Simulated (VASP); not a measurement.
Wanted: the native input for a VASP 6.6.1 run.

- Task: relaxation of cell and atoms
- Functional: PBEsol
- Potentials or basis: VASP PAW PBE potentials, release 64 (B, P)
- Cutoff: 600 eV
- k mesh: 10 × 10 × 10
- Occupations: gaussian, width 0.02 eV
- Spin: no spin polarisation
- Dipole correction: no
- Further INCAR settings: ALGO = Normal; EDIFF = 1e-07; IBRION = 2; EDIFFG = -0.005; NSW = 100; ISIF = 3

The structure of BP lies in POSCAR:

```
BP
1.0
    0.0000000000      2.2660723845      2.2660723845
    2.2660723845      0.0000000000      2.2660723845
    2.2660723845      2.2660723845      0.0000000000
B P
1 1
Direct
    0.0000000000      0.0000000000      0.0000000000
    0.2500000000      0.2500000000      0.2500000000
```

One way to write it, as run:

INCAR

```
SYSTEM = BP
PREC = Accurate
ENCUT = 600
EDIFF = 1E-7
ISMEAR = 0
SIGMA = 0.02
LREAL = .False.
LASPH = .True.
NELM = 60
ALGO = Normal
ISIF = 3
LWAVE = .False.
LCHARG = .False.
GGA = PS
IBRION = 2
NSW = 100
EDIFFG = -0.005
```

KPOINTS

```
regular mesh
0
Gamma
  10 10 10
  0 0 0
```

Potentials or basis: VASP PAW PBE potentials, release 64 (B, P).

Command:

```bash
$ cat potpaw_PBE.64/B/POTCAR potpaw_PBE.64/P/POTCAR > POTCAR
$ mpirun -np 1 vasp_std > vasp.out
```

It gave:

```
Relaxed volume                         : 11.55 Å³/atom
Relaxed cell                           : a = 3.197 Å, b = 3.197 Å, c = 3.197 Å, α = 60.00°, β = 60.00°, γ = 60.00°
Space group after relaxing (to 0.05 Å) : F-43m (No. 216)
Energy gained by relaxing              : 0.3 meV/atom
Ionic steps                            : 3
Pressure after relaxing                : 0.0 GPa
Band gap on the k mesh                 : 1.12 eV, indirect (least direct gap 3.37 eV)
```

Caveat: the PAW data sets were made with another functional, which shifts forces and pressure a little.

Wall time 12 s on 1 thread of Intel(R) Xeon(R) 6975P-C (Granite Rapids) (shared host), peak memory 0.15 GiB.
